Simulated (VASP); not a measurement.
Input of a VASP 6.6.1 run:

The input INCAR:

```
SYSTEM = As
  PREC = Accurate
  ENCUT = 600
  EDIFF = 1E-6
  ISMEAR = 0
  SIGMA = 0.1
  LREAL = .False.
  LASPH = .True.
  NELM = 60
  ALGO = Normal
  ISIF = 3
  LWAVE = .False.
  LCHARG = .False.
  GGA = PE
  IBRION = 2
  NSW = 90
  EDIFFG = -0.04
```

Contents of KPOINTS:

```
regular mesh
0
Gamma
  4 4 6
  0 0 0
```

File POSCAR:

```
As
1.0
    2.5585529300     -5.4568626800      0.0000000000
    2.5585529300      5.4568626800      0.0000000000
    0.0000000000      0.0000000000      3.6365348500
As
6
Direct
    0.1019200500      0.3216338200      0.5000000000
    0.8980799500      0.6783661800      0.5000000000
    0.3216338200      0.1019200500      0.5000000000
    0.6783661800      0.8980799500      0.5000000000
    0.0000000000      0.5000000000      0.0000000000
    0.5000000000      0.0000000000      0.0000000000
```

Potentials or basis: VASP PAW PBE potentials, release 64 (As).

Command:

```console
$ cat potpaw_PBE.64/As/POTCAR > POTCAR
$ mpirun -np 1 vasp_std > vasp.out
```

(1) What does it give for the space group after relaxing (to 0.1 Å)?

(2) What does it give for the relaxed volume?

(3) Predict the band gap on the k mesh.

(4) Estimate the relaxed cell.

Answers

(1) Pmmm (No. 47).

(2) 22.50 Å³/atom.

(3) zero (bands 15 and 16 overlap by 1.35 eV).

(4) a = 6.878 Å, b = 6.878 Å, c = 3.892 Å, α = 90.00°, β = 90.00°, γ = 132.85°.

Caveat: the volume moved by over 15 % at a fixed basis, so the end points are rough.
